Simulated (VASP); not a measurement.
Write the native input for VASP 6.6.1 that does the following.

* Task: electric field gradients
* Functional: r2SCAN
* Potentials or basis: VASP PAW PBE potentials, release 64 (Cd, In_d, O)
* Cutoff: 580 eV
* k mesh: 4 × 4 × 4
* Occupations: fermi-dirac, width 0.02 eV
* Spin: no spin polarisation
* Dipole correction: no
* Further INCAR settings: ALGO = Normal; EDIFF = 1e-07; NBANDS = 75

The system is CdIn2O4.

```xyz
14
Lattice="0.0000 4.5830 4.5830 4.5830 0.0000 4.5830 4.5830 4.5830 0.0000" Properties=species:S:1:pos:R:3 pbc="T T T"
Cd    4.5830    4.5830    4.5830
Cd    6.8745    6.8745    6.8745
In    1.1458    1.1458    1.1458
In    1.1458    3.4372    3.4372
In    3.4373    3.4373    1.1458
In    3.4372    1.1458    3.4373
O     3.3230    3.3230    3.3230
O     8.1345    5.6145    5.6145
O     5.8430    5.8430    3.3230
O     5.6145    8.1345    5.6145
O     3.3230    5.8430    5.8430
O     8.1345    8.1345    8.1345
O     5.8430    3.3230    5.8430
O     5.6145    5.6145    8.1345
```

The input as run:

POSCAR

```
CdIn2O4
1.0
    0.0000000000      4.5830000000      4.5830000000
    4.5830000000      0.0000000000      4.5830000000
    4.5830000000      4.5830000000      0.0000000000
Cd In O
2 4 8
Direct
    0.5000000000      0.5000000000      0.5000000000
    0.7500000000      0.7500000000      0.7500000000
    0.1250000000      0.1250000000      0.1250000000
    0.6250000000      0.1250000000      0.1250000000
    0.1250000000      0.1250000000      0.6250000000
    0.1250000000      0.6250000000      0.1250000000
    0.3625319088      0.3625319088      0.3625319088
    0.3375957265      0.8874680912      0.8874680912
    0.3625319088      0.3625319088      0.9124042735
    0.8874680912      0.3375957265      0.8874680912
    0.9124042735      0.3625319088      0.3625319088
    0.8874680912      0.8874680912      0.8874680912
    0.3625319088      0.9124042735      0.3625319088
    0.8874680912      0.8874680912      0.3375957265
```

INCAR.step1

```
PREC = Accurate
ENCUT = 580
ISMEAR = -1
SIGMA = 0.02
LREAL = False
LASPH = True
NELM = 120
NBANDS = 75
GGA = PE
ALGO = Normal
EDIFF = 1E-5
LWAVE = True
LCHARG = False
GGA_COMPAT = False
```

INCAR.step2

```
PREC = Accurate
ENCUT = 580
EDIFF = 1E-7
ISMEAR = -1
SIGMA = 0.02
LREAL = False
LASPH = True
NELM = 120
ALGO = Normal
ISIF = 2
LWAVE = False
LCHARG = False
METAGGA = R2SCAN
LMIXTAU = True
LEFG = True
NBANDS = 75
ISTART = 1
GGA_COMPAT = False
```

KPOINTS

```
regular mesh
0
Gamma
  4 4 4
```

Potentials or basis: VASP PAW PBE potentials, release 64 (Cd, In_d, O).

Launch:

```sh
$ cat potpaw_PBE.64/Cd/POTCAR potpaw_PBE.64/In_d/POTCAR potpaw_PBE.64/O/POTCAR > POTCAR
$ cp INCAR.step1 INCAR
$ mpirun -np 1 vasp_std > vasp.out
$ cp INCAR.step2 INCAR
$ mpirun -np 1 vasp_std > vasp.out
```

Results of the run:

```yaml
Pressure: 2.6 GPa
Largest_force: 0.189 eV/Å
Band_gap_on_the_k_mesh: 1.61 eV (least direct gap 1.68 eV)
Largest_electric_field_gradient_by_atom: Cd -0.0; In -51.7; O +15.1 V/Å²
```

Caveat: without QUAD_EFG the Cq values of the log hold for a quadrupole moment of 1 mb, not for the nuclei; the PAW data sets were made with another functional, which shifts forces and pressure a little; spin-orbit coupling is left out, which moves the levels of the heavy elements.

Wall time 17 min on 1 thread of Intel(R) Xeon(R) Platinum 8488C (Sapphire Rapids), on a shared host, peak memory 0.48 GiB.
